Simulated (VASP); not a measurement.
# Al12H in VASP: relaxation of the atoms with PBE

Aim: the relaxation of the atoms of Al12H with PBE.

All numbers are computed with VASP 6.6.1; they aren't measurements. Logs are shortened: lines on timing, memory, paths and dates and some standing lists are left out, and cuts for length are marked.

## Step 1: The cell of the first run

The cell holds a slab with vacuum, 13 atoms: a = 5.714 Å, b = 5.714 Å, c = 20.102 Å, α = 90.00°, β = 90.00°, γ = 120.00°.

## Step 2: Relaxation of the atoms, PBE

INCAR reads:

```
SYSTEM = Al12H
  PREC = Accurate
  ENCUT = 520
  EDIFF = 1E-6
  ISMEAR = 0
  SIGMA = 0.1
  LREAL = .False.
  LASPH = .True.
  NELM = 80
  ALGO = Fast
  ISIF = 2
  LWAVE = .False.
  LCHARG = .False.
  LDIPOL = .True.
  IDIPOL = 3
  DIPOL = 0.5 0.5 0.328
  GGA = PE
  IBRION = 2
  NSW = 36
  EDIFFG = -0.025
```

KPOINTS reads:

```
Automatic mesh
0
Gamma
  6 6 1
  0 0 0
```

POSCAR reads:

```
Al12H
1.0
    5.7143028096      0.0000000000      0.0000000000
   -2.8571514048      4.9487313980      0.0000000000
    0.0000000000      0.0000000000     20.1016424764
Al H
12 1
Selective dynamics
Direct
    0.3333333333      0.1666666667      0.1989887147  F F F
    0.3333333333      0.6666666667      0.1989887147  F F F
    0.8333333333      0.1666666667      0.1989887147  F F F
    0.8333333333      0.6666666667      0.1989887147  F F F
    0.1666666667      0.3333333333      0.3134533099  F F F
    0.1666666667      0.8333333333      0.3134533099  F F F
    0.6666666667      0.3333333333      0.3134533099  F F F
    0.6666666667      0.8333333333      0.3134533099  F F F
    0.0000000000      0.0000000000      0.4279074452  F F F
    0.0000000000      0.5000000000      0.4279074452  F F F
    0.5000000000      0.0000000000      0.4279074452  F F F
    0.5000000000      0.5000000000      0.4279074452  F F F
    0.1666666667      0.0833333333      0.4999111018  F F T
```

Potentials or basis: VASP PAW PBE potentials, release 64 (Al, H).

Launch:

```
> cat potpaw_PBE.64/Al/POTCAR potpaw_PBE.64/H/POTCAR > POTCAR
> mpirun -np 1 vasp_std > vasp.out
```

OUTCAR:

```text
SYSTEM = Al12H
   PREC = Accurate
   ENCUT = 520
   EDIFF = 1E-6
   ISMEAR = 0
   LREAL = .False.
   LASPH = .True.
   NELM = 80
   ISIF = 2
   GGA = PE
   IBRION = 2
   NSW = 36
   EDIFFG = -0.025

 ion  position               nearest neighbor table
   1  0.333  0.167  0.199-   5 2.83   6 2.83   7 2.83   4 2.86   2 2.86   2 2.86   4 2.86   3 2.86
                             3 2.86
   2  0.333  0.667  0.199-   6 2.83   5 2.83   8 2.83   3 2.86   1 2.86   1 2.86   3 2.86   4 2.86
                             4 2.86
   3  0.833  0.167  0.199-   7 2.83   8 2.83   5 2.83   4 2.86   2 2.86   4 2.86   2 2.86   1 2.86
                             1 2.86
   4  0.833  0.667  0.199-   8 2.83   7 2.83   6 2.83   3 2.86   1 2.86   3 2.86   1 2.86   2 2.86
                             2 2.86
   5  0.167  0.333  0.313-   9 2.83  12 2.83  10 2.83   1 2.83   2 2.83   3 2.83   8 2.86   6 2.86
                             6 2.86   8 2.86   7 2.86   7 2.86
   6  0.167  0.833  0.313-  10 2.83  11 2.83   9 2.83   2 2.83   1 2.83   4 2.83   7 2.86   5 2.86
                             5 2.86   7 2.86   8 2.86   8 2.86
   7  0.667  0.333  0.313-  11 2.83  10 2.83  12 2.83   3 2.83   4 2.83   1 2.83   8 2.86   6 2.86
                             8 2.86   6 2.86   5 2.86   5 2.86
   8  0.667  0.833  0.313-  12 2.83   9 2.83  11 2.83   4 2.83   3 2.83   2 2.83   7 2.86   5 2.86
                             7 2.86   5 2.86   6 2.86   6 2.86
   9  0.000  0.000  0.428-  13 1.67   5 2.83   8 2.83   6 2.83  12 2.86  10 2.86  10 2.86  12 2.86
                            11 2.86  11 2.86
  10  0.000  0.500  0.428-   6 2.83   7 2.83   5 2.83   9 2.86  11 2.86   9 2.86  11 2.86  12 2.86
                            12 2.86
  11  0.500  0.000  0.428-   7 2.83   6 2.83   8 2.83  10 2.86  12 2.86  12 2.86  10 2.86   9 2.86
                             9 2.86
  12  0.500  0.500  0.428-   8 2.83   5 2.83   7 2.83   9 2.86  11 2.86  11 2.86   9 2.86  10 2.86
                            10 2.86
  13  0.167  0.083  0.500-   9 1.67

  LATTYP: Found a hexagonal cell.
 ALAT       =     5.7143028096
 C/A-ratio  =     3.5177769093

  Lattice vectors:

 A1 = (   5.7143028096,   0.0000000000,   0.0000000000)
 A2 = (  -2.8571514048,   4.9487313980,   0.0000000000)
 A3 = (   0.0000000000,   0.0000000000,  20.1016424764)

Analysis of symmetry for initial positions (statically):
=====================================================================
 Subroutine PRICEL returns:
 Original cell was already a primitive cell.

 Routine SETGRP: Setting up the symmetry group for a
 hexagonal supercell.

 Subroutine GETGRP returns: Found  2 space group operations
 (whereof  2 operations were pure point group operations)
 out of a pool of 24 trial point group operations.

The static configuration has the point symmetry C_1h.

Analysis of symmetry for dynamics (positions and initial velocities):
=====================================================================
 Subroutine PRICEL returns:
 Original cell was already a primitive cell.

 Routine SETGRP: Setting up the symmetry group for a
 hexagonal supercell.

 Subroutine GETGRP returns: Found  2 space group operations
 (whereof  2 operations were pure point group operations)
 out of a pool of 24 trial point group operations.

The dynamic configuration has the point symmetry C_1h.

Analysis of constrained symmetry for selective dynamics:
=====================================================================
 Subroutine PRICEL returns:
 Original cell was already a primitive cell.

 Routine SETGRP: Setting up the symmetry group for a
 hexagonal supercell.

 Subroutine GETGRP returns: Found  2 space group operations
 (whereof  2 operations were pure point group operations)
 out of a pool of 24 trial point group operations.

The constrained configuration has the point symmetry C_1h.

 Subroutine INISYM returns: Found  2 space group operations
 (whereof  2 operations are pure point group operations),
 and found     1 'primitive' translations

----------------------------------------------------------------------------------------

                                     Primitive cell

  volume of cell :     568.4453

  direct lattice vectors                    reciprocal lattice vectors
     5.714302810  0.000000000  0.000000000     0.174999476  0.101035995  0.000000000
    -2.857151405  4.948731398  0.000000000     0.000000000  0.202071990  0.000000000
     0.000000000  0.000000000 20.101642476     0.000000000  0.000000000  0.049747179

  length of vectors
     5.714302810  5.714302810 20.101642476     0.202071990  0.202071990  0.049747179

  position of ions in fractional coordinates (direct lattice)
     0.333333333  0.166666667  0.198988715
     0.333333333  0.666666667  0.198988715
     0.833333333  0.166666667  0.198988715
     0.833333333  0.666666667  0.198988715
     0.166666667  0.333333333  0.313453310
     0.166666667  0.833333333  0.313453310
     0.666666667  0.333333333  0.313453310
     0.666666667  0.833333333  0.313453310
     0.000000000  0.000000000  0.427907445
     0.000000000  0.500000000  0.427907445
     0.500000000  0.000000000  0.427907445
     0.500000000  0.500000000  0.427907445
     0.166666667  0.083333333  0.499911102

  ion indices of the primitive-cell ions
   primitive index   ion index
                 1           1
                 2           2
                 3           3
                 4           4
                 5           5
                 6           6
                 7           7
                 8           8
                 9           9
                10          10
                11          11
                12          12
                13          13

----------------------------------------------------------------------------------------

 KPOINTS: Automatic mesh

Automatic generation of k-mesh.
 Grid dimensions read from file:
 generate k-points for:    6    6    1

 Generating k-lattice:

  Cartesian coordinates                     Fractional coordinates (reciprocal lattice)
     0.029166579  0.016839332  0.000000000     0.166666667  0.000000000  0.000000000
     0.000000000  0.033678665  0.000000000     0.000000000  0.166666667  0.000000000
     0.000000000  0.000000000  0.049747179     0.000000000  0.000000000  1.000000000

  Length of vectors
     0.033678665  0.033678665  0.049747179

  Shift w.r.t. Gamma in fractional coordinates (k-lattice)
     0.000000000  0.000000000  0.000000000

 Subroutine IBZKPT returns following result:
 ===========================================

 Found     13 irreducible k-points:

 Following reciprocal coordinates:
            Coordinates               Weight
  0.000000  0.000000  0.000000      1.000000
  0.166667  0.000000  0.000000      2.000000
  0.000000  0.166667  0.000000      4.000000
  0.333333  0.000000  0.000000      2.000000
  0.000000  0.333333  0.000000      4.000000
  0.500000  0.000000  0.000000      1.000000
  0.000000  0.500000  0.000000      2.000000
  0.166667  0.166667  0.000000      4.000000
 -0.166667  0.333333  0.000000      2.000000
  0.333333  0.166667  0.000000      4.000000
 -0.166667  0.500000  0.000000      4.000000
  0.500000  0.333333  0.000000      4.000000
  0.333333  0.333333  0.000000      2.000000
   k-points           NKPTS =     13   k-points in BZ     NKDIM =     13   number of bands    NBANDS=     25
   number of dos      NEDOS =    301   number of ions     NIONS =     13
   total plane-waves  NPLWV = 264600
   dimension x,y,z NGX =    42 NGY =   42 NGZ =  150
   dimension x,y,z NGXF=    84 NGYF=   84 NGZF=  300
   ions per type =              12   1
   NGX,Y,Z   is equivalent  to a cutoff of  12.22, 12.22, 12.41 a.u.
   NGXF,Y,Z  is equivalent  to a cutoff of  24.44, 24.44, 24.81 a.u.
 SYSTEM =  Al12H
   PREC   = accura    normal or accurate (medium, high low for compatibility)
   ISTART =      0    job   : 0-new  1-cont  2-samecut
   ICHARG =      2    charge: 1-file 2-atom 10-const
   ISPIN  =      1    spin polarized calculation?
   LNONCOLLINEAR =      F non collinear calculations
   LSORBIT =      F    spin-orbit coupling
   LASPH  =      T    aspherical Exc in radial PAW
   ENCUT  =  520.0 eV  38.22 Ry    6.18 a.u.  10.62 10.62 37.38*2*pi/ulx,y,z
   NELM   =     80;   NELMIN=  2; NELMDL= -5     # of ELM steps
   EDIFF  = 0.1E-05   stopping-criterion for ELM
   LREAL  =      F    real-space projection
   EDIFFG = -.3E-01   stopping-criterion for IOM
   NSW    =     36    number of steps for IOM
   IBRION =      2    ionic relax: 0-MD 1-quasi-New 2-CG
   NFREE  =      1    steps in history (QN), initial steepest desc. (CG)
   ISIF   =      2    stress and relaxation
   ISYM   =      2    0-nonsym 1-usesym 2-fastsym
   POTIM  = 0.5000    time-step for ionic-motion
   TEBEG  =    0.0;   TEEND  =   0.0 temperature during run
   PSTRESS=    0.0 pullay stress
   NELECT =      37.0000    total number of electrons
   NUPDOWN=      -1.0000    fix difference up-down
   EMIN   =  10.00;   EMAX   =-10.00  energy-range for DOS
   EFERMI =   0.00;   METHOD = LEGACY
   ISMEAR =     0;   SIGMA  =   0.10  broadening in eV -4-tet -1-fermi 0-gaus
   EFERMI_NEDOS =   21; number of points for ismear=-14 and -15
   IALGO  =     68    algorithm
   IMIX   =      4    mixing-type and parameters
     AMIX     =   0.40;   BMIX     =  1.00
     AMIX_MAG =   1.60;   BMIX_MAG =  1.00
  volume/ion in A,a.u.               =      43.73       295.08
  Fermi-wavevector in a.u.,A,eV,Ry     =   0.658535  1.244452  5.900425  0.433669
  Thomas-Fermi vector in A             =   1.730388
   LORBIT       =      0    0 simple, 1 ext, 2 COOP (PROOUT), +10 PAW based schemes
   GGA     = PE    functional components
   LHFCALC =     F    Hartree Fock is set to
   AEXX    =    0.0000 exact exchange contribution
   IVDW    =     0    specifies the selected vdW correction
   LEPSILON=     F    determine dielectric tensor
   LRPA    =     F    only Hartree local field effects (RPA)
 conjugate gradient relaxation of ions
 non-spin polarized calculation
 RMM-DIIS sequential band-by-band and
 Gauss-broadening in eV      SIGMA  =   0.10
  energy-cutoff  :      520.00
  volume of cell :      568.45
 maximum number of plane-waves:     15351
   NGX = 21   NGY = 21   NGZ = 75

 dipolmoment           0.000000      0.000000     -0.096566 electrons x Angstroem

--------------------------------------- Ionic step        1  -------------------------------------------

 number of electron      36.9999999 magnetization

 Free energy of the ion-electron system (eV)
  ---------------------------------------------------
  ext. energy  EPLUGINS =         0.00000000
  ---------------------------------------------------
  free energy    TOTEN  =       -45.04698618 eV

  energy without entropy =      -45.03066688  energy(sigma->0) =      -45.03882653

------------------------ aborting loop because EDIFF is reached ----------------------------------------

  FORCE on cell =-STRESS in cart. coord.  units (eV):
  Direction    XX          YY          ZZ          XY          YZ          ZX
  --------------------------------------------------------------------------------------
  -------------------------------------------------------------------------------------
  Total       -2.2896743     -2.5024320      0.7257671      0.1842535     -0.0509721     -0.0882863
  in kB       -6.4535045     -7.0531673      2.0455928      0.5193232     -0.1436661     -0.2488371
  external PRESSURE =      -3.8203597 kB  Pullay stress =       0.0000000 kB
[... 81 lines left out ...]
--------------------------------------- Ionic step        3  -------------------------------------------

 number of electron      37.0000000 magnetization

 dipolmoment           0.000000      0.000000      0.044475 electrons x Angstroem

 Free energy of the ion-electron system (eV)
  ---------------------------------------------------
  ext. energy  EPLUGINS =         0.00000000
  ---------------------------------------------------
  free energy    TOTEN  =       -45.04775672 eV

  energy without entropy =      -45.03157491  energy(sigma->0) =      -45.03966581

 E-fermi :   0.2067     XC(G=0):  -4.4757

 val. band max:        0.2058993734   @ k =  -0.1667   0.3333   0.0000
 cond. band min:       0.2536553503   @ k =   0.0000   0.5000   0.0000
 fundamental gap:      0.0477559769
 Fermi energy:         0.2066965169

 k-point     1 :       0.0000    0.0000    0.0000
  band No.  band energies     occupation
      1     -10.4328      2.00000
      2      -8.7832      2.00000
      3      -6.2957      2.00000
      4      -4.7377      2.00000
      5      -4.5471      2.00000
      6      -4.5302      2.00000
[... 353 lines left out ...]
     24       2.2872      0.00000
     25       2.9100      0.00000

------------------------ aborting loop because EDIFF is reached ----------------------------------------

 vacuum level on the upper side and lower side of the slab       (xc-potential included)         0.130        -0.146

  FORCE on cell =-STRESS in cart. coord.  units (eV):
  Direction    XX          YY          ZZ          XY          YZ          ZX
  --------------------------------------------------------------------------------------
  -------------------------------------------------------------------------------------
  Total       -2.2334208     -2.4720761      0.8688882      0.2066815     -0.0133661     -0.0231507
  in kB       -6.2949526     -6.9676085      2.4489832      0.5825371     -0.0376726     -0.0652509
  external PRESSURE =      -3.6045259 kB  Pullay stress =       0.0000000 kB
[... 28 lines left out ...]
  FREE ENERGIE OF THE ION-ELECTRON SYSTEM (eV)
  ---------------------------------------------------
  free  energy   TOTEN  =       -45.0477567162 eV

  energy  without entropy=      -45.0315749098  energy(sigma->0) =      -45.03966581

 reached required accuracy - stopping structural energy minimisation

 vacuum level on the upper side and lower side of the slab         4.419         4.138
```

It took 7.4 min on 1 thread of Oxide Virtual Turin-like, shared host; peak memory 0.66 GiB.

Results:

| Property | Result |
| --- | --- |
| Free energy | -45.0478 eV |
| Energy gained by relaxing | 0.1 meV/atom |
| Ionic steps | 3 |
| Band gap on the k mesh | zero (an odd number of electrons rules out a gap without spin polarisation) |

The path:
```csv
step,energy change (eV),largest force on free atoms (eV/Å),pressure (GPa)
1,0.0000,0.1028,-0.38
2,-0.0004,0.0691,-0.38
3,-0.0008,0.0018,-0.36
```

Final structure:
```
CELL_PARAMETERS angstrom
5.71430 0.00000 0.00000
-2.85715 4.94873 0.00000
0.00000 0.00000 20.10164
ATOMIC_POSITIONS crystal
Al 0.33333 0.16667 0.19899
Al 0.33333 0.66667 0.19899
Al 0.83333 0.16667 0.19899
Al 0.83333 0.66667 0.19899
Al 0.16667 0.33333 0.31345
Al 0.16667 0.83333 0.31345
Al 0.66667 0.33333 0.31345
Al 0.66667 0.83333 0.31345
Al 0.00000 0.00000 0.42791
Al 0.00000 0.50000 0.42791
Al 0.50000 0.00000 0.42791
Al 0.50000 0.50000 0.42791
H 0.16667 0.08333 0.49916
```
